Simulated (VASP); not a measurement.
Input of a VASP 6.6.1 run:

INCAR

```
SYSTEM = Ir
  PREC = Accurate
  ENCUT = 520
  EDIFF = 1E-6
  ISMEAR = 1
  SIGMA = 0.05
  LREAL = .False.
  LASPH = .True.
  NELM = 100
  ALGO = Normal
  ISIF = 2
  LWAVE = .False.
  LCHARG = .False.
  GGA = PS
  NBANDS = 16
```

The input KPOINTS:

```
regular mesh
0
Gamma
  14 14 8
  0 0 0
```

POSCAR

```
Ir
1.0
    2.7513778900      0.0000000000      0.0000000000
   -1.3756889500      2.3827631500      0.0000000000
    0.0000000000      0.0000000000      4.4622900000
Ir
2
Direct
    0.6666666700      0.3333333300      0.7500000000
    0.3333333300      0.6666666700      0.2500000000
```

Potentials or basis: VASP PAW PBE potentials, release 64 (Ir).

The run is started by

```console
$ cat potpaw_PBE.64/Ir/POTCAR > POTCAR
$ mpirun -np 1 vasp_std > vasp.out
```

Estimate the band gap on the k mesh.

zero (band 9 reaches 10.71 eV, above the bottom of band 10 at 7.53 eV).

Estimate the pressure.

-11.8 GPa.

Stress tensor (GPa, compression positive):
```
-11.65   0.00   0.00
  0.00 -11.65   0.00
  0.00   0.00 -11.96
```

Caveat: the PAW data sets were made with another functional, which shifts forces and pressure a little; spin-orbit coupling is left out, which moves the levels of the heavy elements.
